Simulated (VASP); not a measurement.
ZrS, 2 atoms in the cell. It takes space group Fm-3m (No. 225, cubic). The conventional cell has a = 5.007 Å, b = 5.007 Å, c = 5.007 Å, α = 90.00°, β = 90.00°, γ = 90.00°. Zr (site symmetry m-3m) has 6 S at 2.50 Å within 3.3 Å. Within 3.3 Å of S (site symmetry m-3m) lie 6 Zr at 2.50 Å.  This cell differs from its parent crystal: volume scaled by 0.88.

* Program: VASP 6.6.1
* Task: single point
* Functional: r2SCAN
* Potentials or basis: VASP PAW PBE potentials, release 64 (Zr_sv, S)
* Cutoff: 520 eV
* k mesh: 14 × 14 × 14
* Occupations: gaussian, width 0.1 eV
* Spin: no spin polarisation
* Dipole correction: no
* Further INCAR settings: ALGO = Normal; EDIFF = 1e-06; NBANDS = 16

Potentials or basis: VASP PAW PBE potentials, release 64 (Zr_sv, S).

Launch:

```sh
$ cat potpaw_PBE.64/Zr_sv/POTCAR potpaw_PBE.64/S/POTCAR > POTCAR
$ cp INCAR.step1 INCAR
$ mpirun -np 1 vasp_std > vasp.out
$ cp INCAR.step2 INCAR
$ mpirun -np 1 vasp_std > vasp.out
```

Hardware: 1 thread of AMD EPYC 9R45 96-Core Processor (Zen 5) (shared host).

Task: How long does it take, and how much memory?

Result: Wall time 2.2 min on 1 thread of AMD EPYC 9R45 96-Core Processor (Zen 5) (shared host), peak memory 0.17 GiB. Counts: k points 104.
